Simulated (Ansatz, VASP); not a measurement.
**Two plane-wave programs on CdTe**

```xyz
2
Lattice="0.0000 3.1617 3.1617 3.1617 0.0000 3.1617 3.1617 3.1617 0.0000" Properties=species:S:1:pos:R:3 pbc="T T T"
Te    4.7425    4.7425    4.7425
Cd    0.0000    0.0000    0.0000
```

Alike in both runs: task single point; functional PBE; dispersion D3(BJ); k mesh 7 × 7 × 7; occupations fermi-dirac, width 0.05 eV; no spin polarisation.

|  | VASP | Ansatz |
| --- | --- | --- |
| version | VASP 6.6.1 | Ansatz 0.2.0 |
| potentials or method | VASP PAW PBE potentials, release 64 (Te, Cd) | Ansatz PAW |
| plane-wave cutoff (eV) | 520 | 420 |
| valence electrons in the cell | 18 | 36 |

Ansatz gave:

- gap on the k mesh at the Fermi level (eV): 1.00
- least direct gap on the mesh (eV): 1.00
- pressure (GPa): 4.5

**Question.** What did VASP give for the same quantities?

**Answer.** gap on the k mesh at the Fermi level (eV): 1.00; least direct gap on the mesh (eV): 1.00; pressure (GPa): 4.7.

VASP's potentials hold 18 valence electrons a cell and Ansatz's 36, so a difference there can come from the potentials and not from the codes.

Spin-orbit coupling is off throughout. Noted on Ansatz's run: odd divisions of the mesh miss points on the zone boundary, where band edges often lie, so the gap on the mesh can be too wide.
